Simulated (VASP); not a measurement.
# CdS in VASP: notebook

Runs on CdS. Level: r2SCAN. Tasks: single point, relaxation of cell and atoms.

Everything below comes from runs of VASP 6.6.1. Logs are shortened: lines on timing, memory, paths and dates and some standing lists are left out, and cuts for length are marked.

### Step 1. The cell of the first run

The structure is tetragonal, space group P4/mmm (No. 123). The conventional cell has a = 3.361 Å, b = 3.361 Å, c = 3.447 Å, α = 90.00°, β = 90.00°, γ = 90.00°. Within 3.9 Å of Cd (site symmetry 4/mmm) lie 8 S at 2.94 Å and 6 Cd at 3.36 to 3.45 Å. Within 3.9 Å of S (site symmetry 4/mmm) lie 8 Cd at 2.94 Å and 6 S at 3.36 to 3.45 Å.

### Step 2. Single point, r2SCAN

Contents of POSCAR:

```
CdS
1.0
    3.3614524370      0.0000000000      0.0000000000
    0.0000000000      3.3614524370      0.0000000000
    0.0000000000      0.0000000000      3.4467825434
Cd S
1 1
Direct
    0.5000000000      0.5000000000      0.5000000000
    0.0000000000      0.0000000000      0.0000000000
```

Contents of INCAR.step1:

```
PREC = Accurate
ENCUT = 520
ISMEAR = 0
SIGMA = 0.1
LREAL = False
LASPH = True
NELM = 60
NBANDS = 16
GGA = PE
ALGO = Normal
EDIFF = 1E-4
LWAVE = True
LCHARG = False
```

Contents of INCAR.step2:

```
PREC = Accurate
ENCUT = 520
EDIFF = 1E-6
ISMEAR = 0
SIGMA = 0.1
LREAL = False
LASPH = True
NELM = 60
ALGO = Normal
ISIF = 2
LWAVE = False
LCHARG = False
METAGGA = R2SCAN
LMIXTAU = True
NBANDS = 16
ISTART = 1
```

Contents of KPOINTS:

```
regular mesh
0
Gamma
  6 6 4
```

Potentials or basis: VASP PAW PBE potentials, release 64 (Cd, S).

Run with:

```console
$ cat potpaw_PBE.64/Cd/POTCAR potpaw_PBE.64/S/POTCAR > POTCAR
$ cp INCAR.step1 INCAR
$ mpirun -np 1 vasp_std > vasp.out
$ cp INCAR.step2 INCAR
$ mpirun -np 1 vasp_std > vasp.out
```

OUTCAR:

```text
PREC = Accurate
   ENCUT = 520
   EDIFF = 1E-6
   ISMEAR = 0
   LREAL = False
   LASPH = True
   NELM = 60
   ISIF = 2
   METAGGA = R2SCAN
   ISTART = 1

 ion  position               nearest neighbor table
   1  0.500  0.500  0.500-   2 2.94   2 2.94   2 2.94   2 2.94   2 2.94   2 2.94   2 2.94   2 2.94

   2  0.000  0.000  0.000-   1 2.94   1 2.94   1 2.94   1 2.94   1 2.94   1 2.94   1 2.94   1 2.94

  LATTYP: Found a simple tetragonal cell.
 ALAT       =     3.3614524370
 C/A-ratio  =     1.0253848918

  Lattice vectors:

 A1 = (   3.3614524370,   0.0000000000,   0.0000000000)
 A2 = (   0.0000000000,   3.3614524370,   0.0000000000)
 A3 = (   0.0000000000,   0.0000000000,   3.4467825434)

Analysis of symmetry for initial positions (statically):
=====================================================================
 Subroutine PRICEL returns:
 Original cell was already a primitive cell.

 Routine SETGRP: Setting up the symmetry group for a
 simple tetragonal supercell.

 Subroutine GETGRP returns: Found 16 space group operations
 (whereof 16 operations were pure point group operations)
 out of a pool of 16 trial point group operations.

The static configuration has the point symmetry D_4h.

Analysis of symmetry for dynamics (positions and initial velocities):
=====================================================================
 Subroutine PRICEL returns:
 Original cell was already a primitive cell.

 Routine SETGRP: Setting up the symmetry group for a
 simple tetragonal supercell.

 Subroutine GETGRP returns: Found 16 space group operations
 (whereof 16 operations were pure point group operations)
 out of a pool of 16 trial point group operations.

The dynamic configuration has the point symmetry D_4h.

 Subroutine INISYM returns: Found 16 space group operations
 (whereof 16 operations are pure point group operations),
 and found     1 'primitive' translations

----------------------------------------------------------------------------------------

                                     Primitive cell

  volume of cell :      38.9464

  direct lattice vectors                    reciprocal lattice vectors
     3.361452437  0.000000000  0.000000000     0.297490451  0.000000000  0.000000000
     0.000000000  3.361452437  0.000000000     0.000000000  0.297490451  0.000000000
     0.000000000  0.000000000  3.446782543     0.000000000  0.000000000  0.290125643

  length of vectors
     3.361452437  3.361452437  3.446782543     0.297490451  0.297490451  0.290125643

  position of ions in fractional coordinates (direct lattice)
     0.500000000  0.500000000  0.500000000
     0.000000000  0.000000000  0.000000000

  ion indices of the primitive-cell ions
   primitive index   ion index
                 1           1
                 2           2

----------------------------------------------------------------------------------------

 KPOINTS: regular mesh

Automatic generation of k-mesh.
 Grid dimensions read from file:
 generate k-points for:    6    6    4

 Generating k-lattice:

  Cartesian coordinates                     Fractional coordinates (reciprocal lattice)
     0.049581742  0.000000000  0.000000000     0.166666667  0.000000000  0.000000000
     0.000000000  0.049581742  0.000000000     0.000000000  0.166666667  0.000000000
     0.000000000  0.000000000  0.072531411     0.000000000  0.000000000  0.250000000

  Length of vectors
     0.049581742  0.049581742  0.072531411

  Shift w.r.t. Gamma in fractional coordinates (k-lattice)
     0.000000000  0.000000000  0.000000000

 Subroutine IBZKPT returns following result:
 ===========================================

 Found     30 irreducible k-points:

 Following reciprocal coordinates:
            Coordinates               Weight
  0.000000  0.000000  0.000000      1.000000
  0.166667  0.000000  0.000000      4.000000
  0.333333  0.000000  0.000000      4.000000
  0.500000  0.000000  0.000000      2.000000
  0.166667  0.166667  0.000000      4.000000
  0.333333  0.166667  0.000000      8.000000
[... 16 lines left out ...]
  0.333333  0.000000  0.500000      4.000000
  0.500000  0.000000  0.500000      2.000000
 [... further k-points ...]
   k-points           NKPTS =     30   k-points in BZ     NKDIM =     30   number of bands    NBANDS=     16
   number of dos      NEDOS =    301   number of ions     NIONS =      2
   total plane-waves  NPLWV =  21952
   dimension x,y,z NGX =    28 NGY =   28 NGZ =   28
   dimension x,y,z NGXF=    56 NGYF=   56 NGZF=   56
   ions per type =               1   1
   NGX,Y,Z   is equivalent  to a cutoff of  13.85, 13.85, 13.51 a.u.
   NGXF,Y,Z  is equivalent  to a cutoff of  27.70, 27.70, 27.01 a.u.
 SYSTEM =  unknown system
   PREC   = accura    normal or accurate (medium, high low for compatibility)
   ISTART =      1    job   : 0-new  1-cont  2-samecut
   ICHARG =      0    charge: 1-file 2-atom 10-const
   ISPIN  =      1    spin polarized calculation?
   LNONCOLLINEAR =      F non collinear calculations
   LSORBIT =      F    spin-orbit coupling
   LASPH  =      T    aspherical Exc in radial PAW
   ENCUT  =  520.0 eV  38.22 Ry    6.18 a.u.   6.25  6.25  6.41*2*pi/ulx,y,z
   NELM   =     60;   NELMIN=  2; NELMDL=  0     # of ELM steps
   EDIFF  = 0.1E-05   stopping-criterion for ELM
   LREAL  =      F    real-space projection
   EDIFFG = 0.1E-04   stopping-criterion for IOM
   NSW    =      0    number of steps for IOM
   IBRION =     -1    ionic relax: 0-MD 1-quasi-New 2-CG
   NFREE  =      0    steps in history (QN), initial steepest desc. (CG)
   ISIF   =      2    stress and relaxation
   ISYM   =      2    0-nonsym 1-usesym 2-fastsym
   POTIM  = 0.5000    time-step for ionic-motion
   TEBEG  =    0.0;   TEEND  =   0.0 temperature during run
   PSTRESS=    0.0 pullay stress
   NELECT =      18.0000    total number of electrons
   NUPDOWN=      -1.0000    fix difference up-down
   EMIN   =  10.00;   EMAX   =-10.00  energy-range for DOS
   EFERMI =   0.00;   METHOD = LEGACY
   ISMEAR =     0;   SIGMA  =   0.10  broadening in eV -4-tet -1-fermi 0-gaus
   EFERMI_NEDOS =   21; number of points for ismear=-14 and -15
   IALGO  =     38    algorithm
   IMIX   =      4    mixing-type and parameters
     AMIX     =   0.40;   BMIX     =  1.00
     AMIX_MAG =   1.60;   BMIX_MAG =  1.00
  volume/ion in A,a.u.               =      19.47       131.41
  Fermi-wavevector in a.u.,A,eV,Ry     =   1.265736  2.391894 21.797718  1.602087
  Thomas-Fermi vector in A             =   2.398973
   LORBIT       =      0    0 simple, 1 ext, 2 COOP (PROOUT), +10 PAW based schemes
   METAGGA = R2SCAN    functional components
   LHFCALC =     F    Hartree Fock is set to
   AEXX    =    0.0000 exact exchange contribution
   IVDW    =     0    specifies the selected vdW correction
   LEPSILON=     F    determine dielectric tensor
   LRPA    =     F    only Hartree local field effects (RPA)
 non-spin polarized calculation
 Gauss-broadening in eV      SIGMA  =   0.10
  energy-cutoff  :      520.00
  volume of cell :       38.95
 maximum number of plane-waves:      1064
 NGX is ok and might be reduce to    28
   NGX = 13   NGY = 13   NGZ = 13

 number of electron      17.9999996 magnetization

 Free energy of the ion-electron system (eV)
  ---------------------------------------------------
  ext. energy  EPLUGINS =         0.00000000
  ---------------------------------------------------
  free energy    TOTEN  =       -28.38851787 eV

  energy without entropy =      -28.38153636  energy(sigma->0) =      -28.38502711

 E-fermi :   3.9580     XC(G=0): -11.3183

 val. band max:        3.9567584749   @ k =   0.3333   0.0000   0.5000
 cond. band min:       3.9608328124   @ k =   0.5000   0.0000   0.0000
 fundamental gap:      0.0040743375
 Fermi energy:         3.9579504502

 k-point     1 :       0.0000    0.0000    0.0000
  band No.  band energies     occupation
      1     -10.1113      2.00000
      2      -5.3421      2.00000
      3      -5.2946      2.00000
      4      -4.7406      2.00000
      5      -4.7406      2.00000
      6      -4.7286      2.00000
[... 8 lines left out ...]
     15      16.5883      0.00000
     16      18.8446      0.00000

 k-point     2 :       0.1667    0.0000    0.0000
  band No.  band energies     occupation
      1      -9.8798      2.00000
      2      -5.2987      2.00000
      3      -5.2348      2.00000
      4      -4.8199      2.00000
      5      -4.8008      2.00000
      6      -4.7332      2.00000
[... 8 lines left out ...]
     15      15.7411      0.00000
     16      18.8430      0.00000

 k-point     3 :       0.3333    0.0000    0.0000
  band No.  band energies     occupation
      1      -9.3238      2.00000
      2      -5.2604      2.00000
      3      -5.1218      2.00000
      4      -4.9698      2.00000
      5      -4.9381      2.00000
      6      -4.7184      2.00000
[... 8 lines left out ...]
     15      17.6664      0.00000
     16      18.0092      0.00000

 k-point     4 :       0.5000    0.0000    0.0000
  band No.  band energies     occupation
      1      -8.9709      2.00000
      2      -5.2443      2.00000
      3      -5.1341      2.00000
      4      -5.0408      2.00000
      5      -5.0036      2.00000
      6      -4.7110      2.00000
[... 8 lines left out ...]
     15      16.8222      0.00000
     16      18.8376      0.00000
[... 324 lines left out ...]
 k-point    22 :       0.1667    0.0000    0.5000
  band No.  band energies     occupation
      1      -8.9820      2.00000
      2      -5.2294      2.00000
      3      -5.0211      2.00000
      4      -4.9598      2.00000
      5      -4.8918      2.00000
      6      -4.7572      2.00000
[... 8 lines left out ...]
     15      17.8057      0.00000
     16      18.7069      0.00000

 k-point    23 :       0.3333    0.0000    0.5000
  band No.  band energies     occupation
      1      -8.7778      2.00000
      2      -5.1575      2.00000
      3      -4.9066      2.00000
      4      -4.8585      2.00000
      5      -4.7104      2.00000
      6      -4.5847      2.00000
[... 8 lines left out ...]
     15      16.2212      0.00000
     16      19.1956      0.00000

 k-point    24 :       0.5000    0.0000    0.5000
  band No.  band energies     occupation
      1      -8.6746      2.00000
      2      -5.1252      2.00000
      3      -4.9080      2.00000
      4      -4.8796      2.00000
      5      -4.5612      2.00000
      6      -4.3145      2.00000
[... 8 lines left out ...]
     15      15.7425      0.00000
     16      16.6274      0.00000

 [... further k-points ...]

------------------------ aborting loop because EDIFF is reached ----------------------------------------

  FORCE on cell =-STRESS in cart. coord.  units (eV):
  Direction    XX          YY          ZZ          XY          YZ          ZX
  --------------------------------------------------------------------------------------
  -------------------------------------------------------------------------------------
  Total        0.0944402      0.0944402      0.0436404      0.0000000     -0.0000000     -0.0000000
  in kB        3.8850783      3.8850783      1.7952778      0.0000000     -0.0000000     -0.0000000
  external PRESSURE =       3.1884781 kB  Pullay stress =       0.0000000 kB

 VOLUME and BASIS-vectors are now :
 -----------------------------------------------------------------------------
  energy-cutoff  :      520.00
  volume of cell :       38.95
      direct lattice vectors                 reciprocal lattice vectors
     3.361452437  0.000000000  0.000000000     0.297490451  0.000000000  0.000000000
     0.000000000  3.361452437  0.000000000     0.000000000  0.297490451  0.000000000
     0.000000000  0.000000000  3.446782543     0.000000000  0.000000000  0.290125643

 POSITION                                       TOTAL-FORCE (eV/Angst)
 -----------------------------------------------------------------------------------
      1.68073      1.68073      1.72339         0.000000      0.000000      0.000000
      0.00000      0.00000      0.00000         0.000000      0.000000      0.000000
 -----------------------------------------------------------------------------------
    total drift:                                0.000000      0.000000      0.000000

  FREE ENERGIE OF THE ION-ELECTRON SYSTEM (eV)
  ---------------------------------------------------
  free  energy   TOTEN  =       -28.3885178727 eV

  energy  without entropy=      -28.3815363553  energy(sigma->0) =      -28.38502711
```

Wall time 2 min (1 thread of Intel Xeon 8259CL, shared host); peak memory 0.14 GiB.

What came out:

| Property | Result |
| --- | --- |
| Free energy | -28.3885 eV |
| Pressure | 0.3 GPa |
| Band gap on the k mesh | zero (bands 9 and 10 overlap by 0.61 eV) |

Caveat: the k points lie up to 0.46 Å⁻¹ apart, too coarse for converged energies and pressures of a metal; semilocal functionals underestimate gaps, so a narrow gap can read as zero; the PAW data sets were made with another functional, which shifts forces and pressure a little.

### Step 3. Single point, r2SCAN

This run uses another cell than the first one, of 19.36 Å³/atom.

Contents of POSCAR:

```
CdS
1.0
    3.3951202793      0.0000000000      0.0000000000
    0.0000000000      3.3951202793      0.0000000000
    0.0000000000      0.0000000000      3.3592084678
Cd S
1 1
Direct
    0.5000000000      0.5000000000      0.5000000000
    0.0000000000      0.0000000000      0.0000000000
```

Contents of INCAR.step1:

```
PREC = Accurate
ENCUT = 520
ISMEAR = 0
SIGMA = 0.1
LREAL = F
LASPH = T
NELM = 80
NBANDS = 16
GGA = PE
ALGO = Normal
EDIFF = 1E-4
LWAVE = T
LCHARG = F
```

Contents of INCAR.step2:

```
PREC = Accurate
ENCUT = 520
EDIFF = 1E-6
ISMEAR = 0
SIGMA = 0.1
LREAL = F
LASPH = T
NELM = 80
ALGO = Normal
ISIF = 2
LWAVE = F
LCHARG = F
METAGGA = R2SCAN
LMIXTAU = T
NBANDS = 16
ISTART = 1
```

Contents of KPOINTS:

```
regular mesh
0
Gamma
  6 6 6
```

Potentials or basis: VASP PAW PBE potentials, release 64 (Cd, S).

Run with:

```console
$ cat potpaw_PBE.64/Cd/POTCAR potpaw_PBE.64/S/POTCAR > POTCAR
$ cp INCAR.step1 INCAR
$ mpirun -np 1 vasp_std > vasp.out
$ cp INCAR.step2 INCAR
$ mpirun -np 1 vasp_std > vasp.out
```

It took 2.5 min on 1 thread of Intel Xeon 8259CL, shared host; peak memory 0.15 GiB.

The run converged. Its results:

```yaml
Free_energy: -28.4056 eV
Pressure: 0.6 GPa
Band_gap_on_the_k_mesh: zero (bands 9 and 10 overlap by 0.56 eV)
```

Levels at points of the mesh, in eV from the Fermi level:
```csv
k point,band 5,band 6,band 7,band 8,band 9,band 10,band 11,band 12,band 13,band 14
"(0.00, 0.00, 0.00)",-8.69,-8.69,-1.38,-1.38,-1.24,-0.54,6.98,7.07,12.55,12.55
"(0.50, 0.00, 0.00)",-8.95,-8.66,-6.17,-0.11,-0.01,3.93,4.95,7.59,7.77,7.86
"(0.50, 0.50, 0.00)",-8.51,-8.25,-4.67,-4.67,-0.84,0.03,8.44,8.44,9.35,11.75
"(0.00, 0.00, 0.50)",-8.98,-8.66,-6.12,-0.08,-0.08,3.83,4.92,7.65,7.65,7.77
"(0.50, 0.00, 0.50)",-8.50,-8.27,-4.68,-4.63,-0.73,-0.05,8.25,8.35,9.28,11.55
"(0.50, 0.50, 0.50)",-8.50,-8.49,-2.28,-2.19,-2.19,2.03,2.07,2.07,3.27,18.56
```

Caveat: semilocal functionals underestimate gaps, so a narrow gap can read as zero; the PAW data sets were made with another functional, which shifts forces and pressure a little.

(Continued in part 2 of 2.)
